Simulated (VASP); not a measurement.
Wanted: the native input for a VASP 6.6.1 run.

```yaml
Task: single point
Functional: PBE
Potentials_or_basis: VASP PAW PBE potentials, release 64 (B, N)
Cutoff: 520 eV
k_mesh: 12 × 12 × 4
Occupations: gaussian, width 0.02 eV
Spin: non-collinear spin, zero start, spin-orbit coupling
Starting_moments: "[[0.0, 0.0, 0.0], [0.0, 0.0, 0.0], [0.0, 0.0, 0.0], [0.0, 0.0, 0.0]] μB"
Dipole_correction: no
Further_INCAR_settings: ALGO = Normal; EDIFF = 1e-06; NBANDS = 30
```

The structure of BN lies in POSCAR:

```
BN
1.0
    2.5121811380      0.0000000000      0.0000000000
   -1.2560905690      2.1756126844      0.0000000000
    0.0000000000      0.0000000000      8.3431595465
B N
2 2
Direct
    0.3333333333      0.6666666667      0.2500000000
    0.6666666667      0.3333333333      0.7500000000
    0.3333333333      0.6666666667      0.7500000000
    0.6666666667      0.3333333333      0.2500000000
```

One way to write it, as run:

INCAR

```
ALGO = Normal
EDIFF = 1E-6
ENCUT = 520
GGA = PE
GGA_COMPAT = False
ISIF = 2
ISMEAR = 0
LASPH = True
LCHARG = False
LORBIT = 11
LORBMOM = True
LREAL = False
LSORBIT = True
LWAVE = False
MAGMOM = 0 0 0 0 0 0 0 0 0 0 0 0
NBANDS = 30
NELM = 150
PREC = Accurate
SIGMA = 0.02
```

KPOINTS

```
k-points
0
Gamma
  12 12 4
```

Potentials or basis: VASP PAW PBE potentials, release 64 (B, N).

Command:

```console
$ cat potpaw_PBE.64/B/POTCAR potpaw_PBE.64/N/POTCAR > POTCAR
$ mpirun -np 1 vasp_ncl > vasp.out
```

It gave:

```yaml
Pressure: 0.1 GPa
Net_moment: 0.00 μB per cell
Valence_electrons_inside_the_program's_atomic_spheres: B 2.15; N 4.01
```

Caveat: this functional lacks dispersion, which binds the layers, so the pressure and a relaxed spacing across them are unreliable.

It took 2.4 min on 1 thread of Intel(R) Xeon(R) Platinum 8375C CPU @ 2.90GHz (Ice Lake), with other jobs on the host, peak memory 0.32 GiB.
